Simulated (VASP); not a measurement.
# Zn (Im-3m) in VASP: further runs

Runs on Zn. Level: PBEsol. Tasks: single point.

All numbers are computed with VASP 6.6.1; they aren't measurements. Logs are shortened: lines on timing, memory, paths and dates and some standing lists are left out, and cuts for length are marked.

## (1) The cell of the first run

It takes space group Im-3m (No. 229, cubic). Conventional cell: a = 3.030 Å, b = 3.030 Å, c = 3.030 Å, α = 90.00°, β = 90.00°, γ = 90.00°. Within 3.5 Å of Zn (site symmetry m-3m) lie 14 Zn at 2.62 to 3.03 Å.

## (2) Single point, PBEsol

INCAR reads:

```
SYSTEM = Zn
ALGO     = Normal         ! electronic algorithm
EDIFF    = 1E-7           ! SCF threshold, eV
ENCUT    = 520            ! plane-wave cutoff, eV
GGA      = PS             ! functional
ISIF     = 2              ! what is computed and relaxed
ISMEAR   = 1              ! smearing method
LASPH    = .True.         ! aspherical terms in the spheres
LCHARG   = .True.         ! write CHGCAR
LELF     = .True.         ! ELF
LREAL    = .False.        ! projectors in reciprocal space
LVHAR    = .True.       
LWAVE    = .False.        ! write WAVECAR
NBANDS   = 12             ! bands
NELM     = 100            ! most SCF steps
PREC     = Accurate       ! precision mode
SIGMA    = 0.05           ! smearing width, eV
```

KPOINTS reads:

```
k-points
0
Gamma
  10 10 10
  0 0 0
```

POSCAR reads:

```
Zn
1.0
   -1.5148885676      1.5148885676      1.5148885676
    1.5148885676     -1.5148885676      1.5148885676
    1.5148885676      1.5148885676     -1.5148885676
Zn
1
Direct
    0.0000000000      0.0000000000      0.0000000000
```

Potentials or basis: VASP PAW PBE potentials, release 64 (Zn).

Run with:

```
cat potpaw_PBE.64/Zn/POTCAR > POTCAR
mpirun -np 1 vasp_std > vasp.out
```

OUTCAR:

```text
SYSTEM = Zn
   EDIFF = 1E-7
   ENCUT = 520
   GGA = PS
   ISIF = 2
   ISMEAR = 1
   LASPH = .True.
   LREAL = .False.
   NELM = 100
   PREC = Accurate

 ion  position               nearest neighbor table
   1  0.000  0.000  0.000-

  LATTYP: Found a body centered cubic cell.
 ALAT       =     3.0297771352

  Lattice vectors:

 A1 = (  -1.5148885676,   1.5148885676,   1.5148885676)
 A2 = (   1.5148885676,  -1.5148885676,   1.5148885676)
 A3 = (   1.5148885676,   1.5148885676,  -1.5148885676)

Analysis of symmetry for initial positions (statically):
=====================================================================
 Subroutine PRICEL returns:
 Original cell was already a primitive cell.

 Routine SETGRP: Setting up the symmetry group for a
 body centered cubic supercell.

 Subroutine GETGRP returns: Found 48 space group operations
 (whereof 48 operations were pure point group operations)
 out of a pool of 48 trial point group operations.

The static configuration has the point symmetry O_h .

Analysis of symmetry for dynamics (positions and initial velocities):
=====================================================================
 Subroutine PRICEL returns:
 Original cell was already a primitive cell.

 Routine SETGRP: Setting up the symmetry group for a
 body centered cubic supercell.

 Subroutine GETGRP returns: Found 48 space group operations
 (whereof 48 operations were pure point group operations)
 out of a pool of 48 trial point group operations.

The dynamic configuration has the point symmetry O_h .

 Subroutine INISYM returns: Found 48 space group operations
 (whereof 48 operations are pure point group operations),
 and found     1 'primitive' translations

----------------------------------------------------------------------------------------

                                     Primitive cell

  volume of cell :      13.9060

  direct lattice vectors                    reciprocal lattice vectors
    -1.514888568  1.514888568  1.514888568     0.000000000  0.330057280  0.330057280
     1.514888568 -1.514888568  1.514888568     0.330057280  0.000000000  0.330057280
     1.514888568  1.514888568 -1.514888568     0.330057280  0.330057280  0.000000000

  length of vectors
     2.623863967  2.623863967  2.623863967     0.466771482  0.466771482  0.466771482

  position of ions in fractional coordinates (direct lattice)
     0.000000000  0.000000000  0.000000000

  ion indices of the primitive-cell ions
   primitive index   ion index
                 1           1

----------------------------------------------------------------------------------------

 KPOINTS: k-points

Automatic generation of k-mesh.
 Grid dimensions read from file:
 generate k-points for:   10   10   10

 Generating k-lattice:

  Cartesian coordinates                     Fractional coordinates (reciprocal lattice)
     0.000000000  0.033005728  0.033005728     0.100000000  0.000000000  0.000000000
     0.033005728  0.000000000  0.033005728     0.000000000  0.100000000  0.000000000
     0.033005728  0.033005728  0.000000000     0.000000000  0.000000000  0.100000000

  Length of vectors
     0.046677148  0.046677148  0.046677148

  Shift w.r.t. Gamma in fractional coordinates (k-lattice)
     0.000000000  0.000000000  0.000000000

 Subroutine IBZKPT returns following result:
 ===========================================

 Found     47 irreducible k-points:

 Following reciprocal coordinates:
            Coordinates               Weight
  0.000000  0.000000  0.000000      1.000000
  0.100000  0.000000  0.000000     12.000000
  0.200000  0.000000  0.000000     12.000000
  0.300000  0.000000  0.000000     12.000000
  0.400000  0.000000  0.000000     12.000000
  0.500000  0.000000  0.000000      6.000000
[... 16 lines left out ...]
  0.300000  0.300000  0.100000      8.000000
 -0.300000  0.300000  0.100000     24.000000
 [... further k-points ...]
   k-points           NKPTS =     47   k-points in BZ     NKDIM =     47   number of bands    NBANDS=     12
   number of dos      NEDOS =    301   number of ions     NIONS =      1
   total plane-waves  NPLWV =   8000
   dimension x,y,z NGX =    20 NGY =   20 NGZ =   20
   dimension x,y,z NGXF=    40 NGYF=   40 NGZF=   40
   ions per type =               1
   NGX,Y,Z   is equivalent  to a cutoff of  12.67, 12.67, 12.67 a.u.
   NGXF,Y,Z  is equivalent  to a cutoff of  25.34, 25.34, 25.34 a.u.
 SYSTEM =  Zn
   PREC   = accura    normal or accurate (medium, high low for compatibility)
   ISTART =      0    job   : 0-new  1-cont  2-samecut
   ICHARG =      2    charge: 1-file 2-atom 10-const
   ISPIN  =      1    spin polarized calculation?
   LNONCOLLINEAR =      F non collinear calculations
   LSORBIT =      F    spin-orbit coupling
   LASPH  =      T    aspherical Exc in radial PAW
   ENCUT  =  520.0 eV  38.22 Ry    6.18 a.u.   4.88  4.88  4.88*2*pi/ulx,y,z
   NELM   =    100;   NELMIN=  2; NELMDL= -5     # of ELM steps
   EDIFF  = 0.1E-06   stopping-criterion for ELM
   LREAL  =      F    real-space projection
   EDIFFG = 0.1E-05   stopping-criterion for IOM
   NSW    =      0    number of steps for IOM
   IBRION =     -1    ionic relax: 0-MD 1-quasi-New 2-CG
   NFREE  =      0    steps in history (QN), initial steepest desc. (CG)
   ISIF   =      2    stress and relaxation
   ISYM   =      2    0-nonsym 1-usesym 2-fastsym
   POTIM  = 0.5000    time-step for ionic-motion
   TEBEG  =    0.0;   TEEND  =   0.0 temperature during run
   PSTRESS=    0.0 pullay stress
   NELECT =      12.0000    total number of electrons
   NUPDOWN=      -1.0000    fix difference up-down
   EMIN   =  10.00;   EMAX   =-10.00  energy-range for DOS
   EFERMI =   0.00;   METHOD = LEGACY
   ISMEAR =     1;   SIGMA  =   0.05  broadening in eV -4-tet -1-fermi 0-gaus
   EFERMI_NEDOS =   21; number of points for ismear=-14 and -15
   IALGO  =     38    algorithm
   IMIX   =      4    mixing-type and parameters
     AMIX     =   0.40;   BMIX     =  1.00
     AMIX_MAG =   1.60;   BMIX_MAG =  1.00
  volume/ion in A,a.u.               =      13.91        93.84
  Fermi-wavevector in a.u.,A,eV,Ry     =   1.558600  2.945326 33.051718  2.429233
  Thomas-Fermi vector in A             =   2.662080
   LORBIT       =      0    0 simple, 1 ext, 2 COOP (PROOUT), +10 PAW based schemes
   GGA     = PS    functional components
   LHFCALC =     F    Hartree Fock is set to
   AEXX    =    0.0000 exact exchange contribution
   IVDW    =     0    specifies the selected vdW correction
   LEPSILON=     F    determine dielectric tensor
   LRPA    =     F    only Hartree local field effects (RPA)
 non-spin polarized calculation
 Methfessel and Paxton  Order N= 1 SIGMA  =   0.05
  energy-cutoff  :      520.00
  volume of cell :       13.91
 maximum number of plane-waves:       386
   NGX =  9   NGY =  9   NGZ =  9

 number of electron      11.9999978 magnetization

 Free energy of the ion-electron system (eV)
  ---------------------------------------------------
  ext. energy  EPLUGINS =         0.00000000
  ---------------------------------------------------
  free energy    TOTEN  =        -1.49303095 eV

  energy without entropy =       -1.49257116  energy(sigma->0) =       -1.49287769

 E-fermi :   4.0923     XC(G=0): -12.1917

 val. band max:        3.8883302601   @ k =  -0.4000   0.4000   0.4000
 cond. band min:       4.1093488153   @ k =   0.4000   0.1000   0.0000
 fundamental gap:      0.2210185552
 Fermi energy:         4.0923137754

 k-point     1 :       0.0000    0.0000    0.0000
  band No.  band energies     occupation
      1      -7.5291      2.00000
      2      -4.3280      2.00000
      3      -4.3280      2.00000
      4      -4.3280      2.00000
      5      -3.7239      2.00000
      6      -3.7239      2.00000
      7      24.4503      0.00000
      8      24.4503      0.00000
      9      24.4503      0.00000
     10      25.3682      0.00000
     11      25.3682      0.00000
     12      25.3682      0.00000

 k-point     2 :       0.1000    0.0000    0.0000
  band No.  band energies     occupation
      1      -7.1915      2.00000
      2      -4.3639      2.00000
      3      -4.3210      2.00000
      4      -4.2402      2.00000
      5      -3.7559      2.00000
      6      -3.7215      2.00000
      7      20.2078      0.00000
      8      22.3314      0.00000
      9      22.7414      0.00000
     10      23.7671      0.00000
     11      24.1596      0.00000
     12      25.4420      0.00000

 k-point     3 :       0.2000    0.0000    0.0000
  band No.  band energies     occupation
      1      -6.2481      2.00000
      2      -4.4574      2.00000
      3      -4.2650      2.00000
      4      -4.0029      2.00000
      5      -3.8041      2.00000
      6      -3.7136      2.00000
      7      14.8537      0.00000
      8      19.7154      0.00000
      9      20.3867      0.00000
     10      22.0343      0.00000
     11      23.0820      0.00000
     12      26.5811      0.00000

 k-point     4 :       0.3000    0.0000    0.0000
  band No.  band energies     occupation
      1      -5.2907      2.00000
      2      -4.5720      2.00000
      3      -3.8032      2.00000
      4      -3.7006      2.00000
      5      -3.6929      2.00000
      6      -3.6059      2.00000
      7       9.9719      0.00000
      8      17.6459      0.00000
      9      18.5860      0.00000
     10      20.8155      0.00000
     11      22.3070      0.00000
     12      28.4718      0.00000

 k-point     5 :       0.4000    0.0000    0.0000
  band No.  band energies     occupation
      1      -5.1364      2.00000
      2      -4.6639      2.00000
      3      -3.7715      2.00000
      4      -3.6874      2.00000
      5      -3.4269      2.00000
      6      -1.5199      2.00000
      7       5.7022      0.00000
      8      16.3136      0.00000
      9      17.4693      0.00000
     10      20.1032      0.00000
     11      21.8770      0.00000
     12      31.0104      0.00000
[... 228 lines left out ...]
      1      -4.7628      2.00000
      2      -4.5950      2.00000
      3      -4.1038      2.00000
      4      -3.7100      2.00000
      5      -3.6676      2.00000
      6       1.8104      2.00000
      7       5.2901      0.00000
      8       8.5148      0.00000
      9      11.7712      0.00000
     10      28.3213      0.00000
     11      31.2439      0.00000
     12      31.9572      0.00000

 k-point    22 :      -0.2000    0.2000    0.1000
  band No.  band energies     occupation
      1      -5.9459      2.00000
      2      -4.3732      2.00000
      3      -4.2615      2.00000
      4      -4.0215      2.00000
      5      -3.9271      2.00000
      6      -3.6016      2.00000
      7      15.1302      0.00000
      8      17.6479      0.00000
      9      18.9119      0.00000
     10      21.3905      0.00000
     11      24.6226      0.00000
     12      25.8054      0.00000

 k-point    23 :       0.3000    0.3000    0.1000
  band No.  band energies     occupation
      1      -4.7504      2.00000
      2      -4.3577      2.00000
      3      -4.3577      2.00000
      4      -3.6807      2.00000
      5      -3.6807      2.00000
      6       4.7137     -0.00000
      7       4.7137     -0.00000
      8       5.2456      0.00000
      9      11.4491      0.00000
     10      30.6041      0.00000
     11      30.6041      0.00000
     12      32.6206      0.00000

 k-point    24 :      -0.3000    0.3000    0.1000
  band No.  band energies     occupation
      1      -5.0979      2.00000
      2      -4.4776      2.00000
      3      -4.0618      2.00000
      4      -3.8623      2.00000
      5      -3.7087      2.00000
      6      -3.1014      2.00000
      7      10.2705      0.00000
      8      15.7766      0.00000
      9      17.3510      0.00000
     10      22.4656      0.00000
     11      23.2133      0.00000
     12      25.5467      0.00000

 [... further k-points ...]

------------------------ aborting loop because EDIFF is reached ----------------------------------------

  FORCE on cell =-STRESS in cart. coord.  units (eV):
  Direction    XX          YY          ZZ          XY          YZ          ZX
  --------------------------------------------------------------------------------------
  -------------------------------------------------------------------------------------
  Total        0.3080931      0.3080931      0.3080931     -0.0000000      0.0000000      0.0000000
  in kB       35.4969068     35.4969068     35.4969068     -0.0000000      0.0000000      0.0000000
  external PRESSURE =      35.4969068 kB  Pullay stress =       0.0000000 kB

 VOLUME and BASIS-vectors are now :
 -----------------------------------------------------------------------------
  energy-cutoff  :      520.00
  volume of cell :       13.91
      direct lattice vectors                 reciprocal lattice vectors
    -1.514888568  1.514888568  1.514888568     0.000000000  0.330057280  0.330057280
     1.514888568 -1.514888568  1.514888568     0.330057280  0.000000000  0.330057280
     1.514888568  1.514888568 -1.514888568     0.330057280  0.330057280  0.000000000

 POSITION                                       TOTAL-FORCE (eV/Angst)
 -----------------------------------------------------------------------------------
      0.00000      0.00000      0.00000         0.000000     -0.000000      0.000000
 -----------------------------------------------------------------------------------
    total drift:                                0.000000     -0.000000      0.000000

  FREE ENERGIE OF THE ION-ELECTRON SYSTEM (eV)
  ---------------------------------------------------
  free  energy   TOTEN  =        -1.4930309547 eV

  energy  without entropy=       -1.4925711619  energy(sigma->0) =       -1.49287769
```

Wall time 5.2 s (1 thread of Intel Xeon 6975P-C, shared host); peak memory 0.12 GiB.

Results:

```yaml
Free_energy: -1.4930 eV
Pressure: 3.5 GPa
Band_gap_on_the_k_mesh: zero (band 6 reaches 8.05 eV, above the bottom of band 7 at 2.91 eV)
```

Caveat: the PAW data sets were made with another functional, which shifts forces and pressure a little.

(Continued in part 2 of 2.)
